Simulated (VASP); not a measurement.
**ZnPdC4N4: single point with PBE**

The system is ZnPdC4N4.

```xyz
10
Lattice="7.2344 0.0000 0.0000 0.0000 7.2344 0.0000 0.0000 0.0000 3.6896" Properties=species:S:1:pos:R:3 pbc="T T T"
Zn    3.6172    3.6172    0.0000
Pd    0.0000    0.0000    0.0000
C     1.3704    5.8640    0.0000
C     5.8640    1.3704    0.0000
C     1.3704    1.3704    0.0000
C     5.8640    5.8640    0.0000
N     2.1977    5.0367    0.0000
N     5.0367    2.1977    0.0000
N     2.1977    2.1977    0.0000
N     5.0367    5.0367    0.0000
```

- Program: VASP 6.6.1
- Task: single point
- Functional: PBE
- Potentials or basis: VASP PAW PBE potentials, release 64 (Zn, Pd_sv_GW, C, N)
- Cutoff: 700 eV
- k mesh: 4 × 4 × 6
- Occupations: gaussian, width 0.1 eV
- Spin: no spin polarisation

* Pressure: 2.3 GPa
* Largest force: 1.103 eV/Å
* Band gap on the k mesh: 1.80 eV (least direct gap 1.94 eV)

Forces on the atoms (eV/Å):
```
Zn   0.000  0.000  0.000
Pd   0.000  0.000  0.000
C    0.780 -0.780  0.000
C   -0.780  0.780  0.000
C    0.780  0.780  0.000
C   -0.780 -0.780  0.000
N   -0.294  0.294  0.000
N    0.294 -0.294  0.000
N   -0.294 -0.294  0.000
N    0.294  0.294  0.000
```

Stress tensor (GPa, compression positive):
```
3.06 0.00 0.00
0.00 3.06 0.00
0.00 0.00 0.87
```

Levels at points of the mesh, in eV from the valence-band top:
```tsv
k point	band 29	band 30	band 31	band 32	band 33	band 34	band 35	band 36	band 37	band 38
(0.00, 0.00, 0.00)	-1.69	-1.62	-1.54	-1.08	-1.08	4.41	4.69	5.03	5.14	5.61
(0.50, 0.00, 0.00)	-1.55	-1.37	-1.28	-1.06	-1.01	4.50	4.99	5.07	5.29	5.53
(0.50, 0.50, 0.00)	-1.79	-1.19	-1.10	-1.08	-1.08	3.87	5.20	5.51	5.55	5.55
(0.00, 0.00, 0.50)	-1.60	-1.58	-1.43	-1.43	-0.14	1.80	5.00	5.28	5.39	5.65
(0.50, 0.00, 0.50)	-1.74	-1.37	-1.35	-0.92	-0.10	2.84	3.34	4.83	5.32	5.51
(0.50, 0.50, 0.50)	-1.52	-1.43	-1.43	-1.06	0.00	3.00	3.10	4.53	5.71	5.71
```

Wall time 8.1 min on 1 thread of Intel(R) Xeon(R) Platinum 8259CL CPU @ 2.50GHz (Skylake/Cascade Lake) (shared host), peak memory 0.59 GiB.

Caveat: forces of over 1 eV/Å act on the atoms, so gaps and moduli don't describe the material at rest. A k mesh can miss the band edges.
